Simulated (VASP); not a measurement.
# BN (F-43m) in VASP: a series of runs

Runs on BN. Level: PBEsol. Tasks: relaxation of cell and atoms.

Everything below comes from runs of VASP 6.6.1. Logs are shortened: lines on timing, memory, paths and dates and some standing lists are left out, and cuts for length are marked.

**1. The cell of the first run**

Symmetry: F-43m, No. 216, cubic system. The conventional cell has a = 3.626 Å, b = 3.626 Å, c = 3.626 Å, α = 90.00°, β = 90.00°, γ = 90.00°. Within 2.1 Å of N (site symmetry -43m) lie 4 B at 1.57 Å. Within 2.1 Å of B (site symmetry -43m) lie 4 N at 1.57 Å.

**2. Relaxation of cell and atoms, PBEsol, target pressure 5 GPa, at which the enthalpy is minimised**

Contents of INCAR:

```
SYSTEM = BN
PREC = Accurate
ENCUT = 600
EDIFF = 1E-6
ISMEAR = -1
SIGMA = 0.05
LREAL = .FALSE.
LASPH = .TRUE.
NELM = 60
ALGO = Normal
ISIF = 3
LWAVE = .FALSE.
LCHARG = .FALSE.
GGA = PS
IBRION = 2
NSW = 80
EDIFFG = -0.01
PSTRESS = 50.0
```

Contents of KPOINTS:

```
regular mesh
0
G
  13 13 13
  0 0 0
```

Contents of POSCAR:

```
BN
1.0
    0.0000000000      1.8130010000      1.8130010000
    1.8130010000      0.0000000000      1.8130010000
    1.8130010000      1.8130010000      0.0000000000
N B
1 1
Direct
    0.2500000000      0.2500000000      0.2500000000
    0.0000000000      0.0000000000      0.0000000000
```

Potentials or basis: VASP PAW PBE potentials, release 64 (N, B).

Started as:

```
$ cat potpaw_PBE.64/N/POTCAR potpaw_PBE.64/B/POTCAR > POTCAR
$ mpirun -np 1 vasp_std > vasp.out
```

OUTCAR:

```text
SYSTEM = BN
   PREC = Accurate
   ENCUT = 600
   EDIFF = 1E-6
   ISMEAR = -1
   LREAL = .FALSE.
   LASPH = .TRUE.
   NELM = 60
   ISIF = 3
   GGA = PS
   IBRION = 2
   NSW = 80
   EDIFFG = -0.01
   PSTRESS = 50.0

 ion  position               nearest neighbor table
   1  0.250  0.250  0.250-   2 1.57   2 1.57   2 1.57   2 1.57
   2  0.000  0.000  0.000-   1 1.57   1 1.57   1 1.57   1 1.57

  LATTYP: Found a face centered cubic cell.
 ALAT       =     3.6260020000

  Lattice vectors:

 A1 = (   0.0000000000,   1.8130010000,   1.8130010000)
 A2 = (   1.8130010000,   0.0000000000,   1.8130010000)
 A3 = (   1.8130010000,   1.8130010000,   0.0000000000)

Analysis of symmetry for initial positions (statically):
=====================================================================
 Subroutine PRICEL returns:
 Original cell was already a primitive cell.

 Routine SETGRP: Setting up the symmetry group for a
 face centered cubic supercell.

 Subroutine GETGRP returns: Found 24 space group operations
 (whereof 24 operations were pure point group operations)
 out of a pool of 48 trial point group operations.

The static configuration has the point symmetry T_d .

Analysis of symmetry for dynamics (positions and initial velocities):
=====================================================================
 Subroutine PRICEL returns:
 Original cell was already a primitive cell.

 Routine SETGRP: Setting up the symmetry group for a
 face centered cubic supercell.

 Subroutine GETGRP returns: Found 24 space group operations
 (whereof 24 operations were pure point group operations)
 out of a pool of 48 trial point group operations.

The dynamic configuration has the point symmetry T_d .

 Subroutine INISYM returns: Found 24 space group operations
 (whereof 24 operations are pure point group operations),
 and found     1 'primitive' translations

----------------------------------------------------------------------------------------

                                     Primitive cell

  volume of cell :      11.9186

  direct lattice vectors                    reciprocal lattice vectors
     0.000000000  1.813001000  1.813001000    -0.275785838  0.275785838  0.275785838
     1.813001000  0.000000000  1.813001000     0.275785838 -0.275785838  0.275785838
     1.813001000  1.813001000  0.000000000     0.275785838  0.275785838 -0.275785838

  length of vectors
     2.563970603  2.563970603  2.563970603     0.477675083  0.477675083  0.477675083

  position of ions in fractional coordinates (direct lattice)
     0.250000000  0.250000000  0.250000000
     0.000000000  0.000000000  0.000000000

  ion indices of the primitive-cell ions
   primitive index   ion index
                 1           1
                 2           2

----------------------------------------------------------------------------------------

 KPOINTS: regular mesh

Automatic generation of k-mesh.
 Grid dimensions read from file:
 generate k-points for:   13   13   13

 Generating k-lattice:

  Cartesian coordinates                     Fractional coordinates (reciprocal lattice)
    -0.021214295  0.021214295  0.021214295     0.076923077  0.000000000  0.000000000
     0.021214295 -0.021214295  0.021214295     0.000000000  0.076923077  0.000000000
     0.021214295  0.021214295 -0.021214295     0.000000000  0.000000000  0.076923077

  Length of vectors
     0.036744237  0.036744237  0.036744237

  Shift w.r.t. Gamma in fractional coordinates (k-lattice)
     0.000000000  0.000000000  0.000000000

 Subroutine IBZKPT returns following result:
 ===========================================

 Found     84 irreducible k-points:

 Following reciprocal coordinates:
            Coordinates               Weight
  0.000000  0.000000  0.000000      1.000000
  0.076923  0.000000  0.000000      8.000000
  0.153846  0.000000  0.000000      8.000000
  0.230769  0.000000  0.000000      8.000000
  0.307692  0.000000  0.000000      8.000000
  0.384615  0.000000  0.000000      8.000000
[... 16 lines left out ...]
  0.384615  0.153846  0.000000     24.000000
  0.461538  0.153846  0.000000     24.000000
 [... further k-points ...]
   k-points           NKPTS =     84   k-points in BZ     NKDIM =     84   number of bands    NBANDS=      8
   number of dos      NEDOS =    301   number of ions     NIONS =      2
   total plane-waves  NPLWV =   8000
   dimension x,y,z NGX =    20 NGY =   20 NGZ =   20
   dimension x,y,z NGXF=    40 NGYF=   40 NGZF=   40
   ions per type =               1   1
   NGX,Y,Z   is equivalent  to a cutoff of  12.97, 12.97, 12.97 a.u.
   NGXF,Y,Z  is equivalent  to a cutoff of  25.94, 25.94, 25.94 a.u.
 SYSTEM =  BN
   PREC   = accura    normal or accurate (medium, high low for compatibility)
   ISTART =      0    job   : 0-new  1-cont  2-samecut
   ICHARG =      2    charge: 1-file 2-atom 10-const
   ISPIN  =      1    spin polarized calculation?
   LNONCOLLINEAR =      F non collinear calculations
   LSORBIT =      F    spin-orbit coupling
   LASPH  =      T    aspherical Exc in radial PAW
   ENCUT  =  600.0 eV  44.10 Ry    6.64 a.u.   5.12  5.12  5.12*2*pi/ulx,y,z
   NELM   =     60;   NELMIN=  2; NELMDL= -5     # of ELM steps
   EDIFF  = 0.1E-05   stopping-criterion for ELM
   LREAL  =      F    real-space projection
   EDIFFG = -.1E-01   stopping-criterion for IOM
   NSW    =     80    number of steps for IOM
   IBRION =      2    ionic relax: 0-MD 1-quasi-New 2-CG
   NFREE  =      1    steps in history (QN), initial steepest desc. (CG)
   ISIF   =      3    stress and relaxation
   ISYM   =      2    0-nonsym 1-usesym 2-fastsym
   POTIM  = 0.5000    time-step for ionic-motion
   TEBEG  =    0.0;   TEEND  =   0.0 temperature during run
   PSTRESS=   50.0 pullay stress
   NELECT =       8.0000    total number of electrons
   NUPDOWN=      -1.0000    fix difference up-down
   EMIN   =  10.00;   EMAX   =-10.00  energy-range for DOS
   EFERMI =   0.00;   METHOD = LEGACY
   ISMEAR =    -1;   SIGMA  =   0.05  broadening in eV -4-tet -1-fermi 0-gaus
   EFERMI_NEDOS =   21; number of points for ismear=-14 and -15
   IALGO  =     38    algorithm
   IMIX   =      4    mixing-type and parameters
     AMIX     =   0.40;   BMIX     =  1.00
     AMIX_MAG =   1.60;   BMIX_MAG =  1.00
  volume/ion in A,a.u.               =       5.96        40.22
  Fermi-wavevector in a.u.,A,eV,Ry     =   1.433387  2.708709 27.954506  2.054598
  Thomas-Fermi vector in A             =   2.552911
   LORBIT       =      0    0 simple, 1 ext, 2 COOP (PROOUT), +10 PAW based schemes
   GGA     = PS    functional components
   LHFCALC =     F    Hartree Fock is set to
   AEXX    =    0.0000 exact exchange contribution
   IVDW    =     0    specifies the selected vdW correction
   LEPSILON=     F    determine dielectric tensor
   LRPA    =     F    only Hartree local field effects (RPA)
 conjugate gradient relaxation of ions
 non-spin polarized calculation
  energy-cutoff  :      600.00
  volume of cell :       11.92
 maximum number of plane-waves:       411
   NGX = 11   NGY = 11   NGZ = 11

--------------------------------------- Ionic step        1  -------------------------------------------

 number of electron       7.9999999 magnetization

 Free energy of the ion-electron system (eV)
  ---------------------------------------------------
  ext. energy  EPLUGINS =         0.00000000
  ---------------------------------------------------
  free energy    TOTEN  =       -18.34773670 eV

  energy without entropy =      -18.34773670  energy(sigma->0) =      -18.34773670

------------------------ aborting loop because EDIFF is reached ----------------------------------------

  FORCE on cell =-STRESS in cart. coord.  units (eV):
  Direction    XX          YY          ZZ          XY          YZ          ZX
  --------------------------------------------------------------------------------------
  -------------------------------------------------------------------------------------
  Total       -0.4484598     -0.4484598     -0.4484598      0.0000000      0.0000000     -0.0000000
  in kB      -60.2851014    -60.2851014    -60.2851014      0.0000000      0.0000000     -0.0000000
  external PRESSURE =    -110.2851014 kB  Pullay stress =      50.0000000 kB

 VOLUME and BASIS-vectors are now :
 -----------------------------------------------------------------------------
  energy-cutoff  :      600.00
  volume of cell :       11.92
      direct lattice vectors                 reciprocal lattice vectors
     0.000000000  1.813001000  1.813001000    -0.275785838  0.275785838  0.275785838
     1.813001000  0.000000000  1.813001000     0.275785838 -0.275785838  0.275785838
     1.813001000  1.813001000  0.000000000     0.275785838  0.275785838 -0.275785838
[... 46 lines left out ...]
  FREE ENERGIE OF THE ION-ELECTRON SYSTEM (eV)
  ---------------------------------------------------
  free  energy   TOTEN  =       -18.3234006702 eV

  energy  without entropy=      -18.3234006702  energy(sigma->0) =      -18.32340067

  enthalpy is  TOTEN    =       -17.9730993328 eV   P V=        0.3503013374

--------------------------------------- Ionic step        3  -------------------------------------------

 number of electron       7.9999998 magnetization

 Free energy of the ion-electron system (eV)
  ---------------------------------------------------
  ext. energy  EPLUGINS =         0.00000000
  ---------------------------------------------------
  free energy    TOTEN  =       -18.34914717 eV

  energy without entropy =      -18.34914717  energy(sigma->0) =      -18.34914717

 E-fermi :   8.4982     XC(G=0): -13.1114

 val. band max:        7.6036440724   @ k =   0.0000   0.0000   0.0000
 cond. band min:      11.9782473832   @ k =   0.4615   0.4615   0.0000
 fundamental gap:      4.3746033108
 Fermi energy:         8.4981505330

 k-point     1 :       0.0000    0.0000    0.0000
  band No.  band energies     occupation
      1     -12.8726      2.00000
      2       7.6036      2.00000
      3       7.6036      2.00000
      4       7.6036      2.00000
      5      16.4562      0.00000
      6      16.4562      0.00000
      7      16.4562      0.00000
      8      18.1874      0.00000

 k-point     2 :       0.0769    0.0000    0.0000
  band No.  band energies     occupation
      1     -12.7255      2.00000
      2       6.8006      2.00000
      3       7.4437      2.00000
      4       7.4437      2.00000
      5      16.6591      0.00000
      6      16.6986      0.00000
      7      16.6986      0.00000
      8      18.6659      0.00000
[... 221 lines left out ...]
 k-point    23 :       0.3846    0.1538    0.0000
  band No.  band energies     occupation
      1      -9.8085      2.00000
      2      -0.1096      2.00000
      3       4.7295      2.00000
      4       4.8421      2.00000
      5      16.1709      0.00000
      6      19.9166      0.00000
      7      20.3574      0.00000
      8      21.2399      0.00000

 k-point    24 :       0.4615    0.1538    0.0000
  band No.  band energies     occupation
      1      -8.7772      2.00000
      2      -1.8786      2.00000
      3       4.2721      2.00000
      4       4.6976      2.00000
      5      16.4742      0.00000
      6      19.8998      0.00000
      7      20.2088      0.00000
      8      22.4005      0.00000

 [... further k-points ...]

------------------------ aborting loop because EDIFF is reached ----------------------------------------

  FORCE on cell =-STRESS in cart. coord.  units (eV):
  Direction    XX          YY          ZZ          XY          YZ          ZX
  --------------------------------------------------------------------------------------
  -------------------------------------------------------------------------------------
  Total        0.3566002      0.3566002      0.3566002      0.0000000      0.0000000      0.0000000
  in kB       49.3245943     49.3245943     49.3245943      0.0000000      0.0000000      0.0000000
  external PRESSURE =      -0.6754057 kB  Pullay stress =      50.0000000 kB

 VOLUME and BASIS-vectors are now :
 -----------------------------------------------------------------------------
  energy-cutoff  :      600.00
  volume of cell :       11.58
      direct lattice vectors                 reciprocal lattice vectors
    -0.000000000  1.795834191  1.795834191    -0.278422141  0.278422141  0.278422141
     1.795834191  0.000000000  1.795834191     0.278422141 -0.278422141  0.278422141
     1.795834191  1.795834191 -0.000000000     0.278422141  0.278422141 -0.278422141

 POSITION                                       TOTAL-FORCE (eV/Angst)
 -----------------------------------------------------------------------------------
      0.89792      0.89792      0.89792        -0.000000     -0.000000     -0.000000
      0.00000      0.00000      0.00000         0.000000      0.000000      0.000000
 -----------------------------------------------------------------------------------
    total drift:                                0.000000      0.000000      0.000000

  FREE ENERGIE OF THE ION-ELECTRON SYSTEM (eV)
  ---------------------------------------------------
  free  energy   TOTEN  =       -18.3491471698 eV

  energy  without entropy=      -18.3491471697  energy(sigma->0) =      -18.34914717

  enthalpy is  TOTEN    =       -17.9876639642 eV   P V=        0.3614832056

 reached required accuracy - stopping structural energy minimisation
```

Run time: 16 s. Hardware: 1 thread of Intel Xeon Platinum 8375C at 2.90GHz (Ice Lake), shared host; peak memory 0.12 GiB.

What came out:

- Free energy: -18.3491 eV
- Relaxed volume: 5.79 Å³/atom
- Relaxed cell: a = 2.540 Å, b = 2.540 Å, c = 2.540 Å, α = 60.00°, β = 60.00°, γ = 60.00°
- Space group after relaxing (to 0.05 Å): F-43m (No. 216)
- Energy change on relaxing (the enthalpy is what falls): -0.7 meV/atom
- Ionic steps: 3
- Pressure after relaxing: 4.9 GPa
- Band gap on the k mesh: 4.37 eV, indirect (least direct gap 8.85 eV)

The path:
```
step  energy change (eV)  largest force (eV/Å)  pressure (GPa)  volume (Å³)
   1              0.0000                0.0000           -6.03        11.92
   2              0.0243                0.0000           18.43        11.22
   3             -0.0014                0.0000            4.93        11.58
```

Final structure:
```
CELL_PARAMETERS angstrom
0.00000 1.79583 1.79583
1.79583 0.00000 1.79583
1.79583 1.79583 0.00000
ATOMIC_POSITIONS crystal
N 0.25000 0.25000 0.25000
B 0.00000 0.00000 0.00000
```

Caveat: the cell is relaxed towards a set pressure, so the enthalpy falls and the energy may rise; the PAW data sets were made with another functional, which shifts forces and pressure a little. A k mesh can miss the band edges.

**3. Relaxation of cell and atoms, PBEsol, target pressure 10 GPa, at which the enthalpy is minimised**

Contents of INCAR:

```
PREC     = Accurate       # precision mode
ENCUT    = 600            # plane-wave cutoff, eV
EDIFF    = 1E-6           # SCF threshold, eV
ISMEAR   = -1             # smearing method
SIGMA    = 0.05           # smearing width, eV
LREAL    = F              # projectors in reciprocal space
LASPH    = T              # aspherical terms in the spheres
NELM     = 100            # most SCF steps
ALGO     = Normal         # electronic algorithm
ISIF     = 3              # what is computed and relaxed
LWAVE    = F              # write WAVECAR
LCHARG   = F              # write CHGCAR
GGA      = PS             # functional
IBRION   = 2              # ionic algorithm
NSW      = 80             # ionic steps
EDIFFG   = -0.01          # ionic threshold
PSTRESS  = 100.0
```

Contents of KPOINTS:

```
regular mesh
0
Gamma
  13 13 13
```

POSCAR is that of step 2.

Potentials or basis: VASP PAW PBE potentials, release 64 (N, B).

Started as:

```
$ cat potpaw_PBE.64/N/POTCAR potpaw_PBE.64/B/POTCAR > POTCAR
$ mpirun -np 1 vasp_std > vasp.out
```

Wall time 20 s (1 thread of Intel Xeon Platinum 8375C at 2.90GHz (Ice Lake), shared host); peak memory 0.12 GiB.

The run converged. Its results:

```
Free energy                                            : -18.3429 eV
Relaxed volume                                         : 5.72 Å³/atom
Relaxed cell                                           : a = 2.530 Å, b = 2.530 Å, c = 2.530 Å, α = 60.00°, β = 60.00°, γ = 60.00°
Space group after relaxing (to 0.05 Å)                 : F-43m (No. 216)
Energy change on relaxing (the enthalpy is what falls) : +2.4 meV/atom
Ionic steps                                            : 3
Pressure after relaxing                                : 9.8 GPa
Band gap on the k mesh                                 : 4.39 eV, indirect (least direct gap 8.91 eV)
```

Step by step:
| step | energy change (eV) | largest force (eV/Å) | pressure (GPa) | volume (Å³) |
| --- | --- | --- | --- | --- |
| 1 | 0.0000 | 0.0000 | -6.03 | 11.92 |
| 2 | 0.0717 | 0.0000 | 31.55 | 10.92 |
| 3 | 0.0049 | 0.0000 | 9.84 | 11.45 |

Final structure:
```
N B
1.0
     0.00000    1.78876    1.78876
     1.78876    0.00000    1.78876
     1.78876    1.78876    0.00000
N B
1 1
Cartesian
  0.8944 0.8944 0.8944
  0.0000 0.0000 0.0000
```

Levels at points of the mesh, in eV from the valence-band top:
```csv
k point,band 1,band 2,band 3,band 4,band 5,band 6,band 7,band 8
"(0.00, 0.00, 0.00)",-20.61,0.00,0.00,0.00,8.91,8.91,8.91,10.78
```

Caveat: the cell is relaxed towards a set pressure, so the enthalpy falls and the energy may rise; the PAW data sets were made with another functional, which shifts forces and pressure a little.
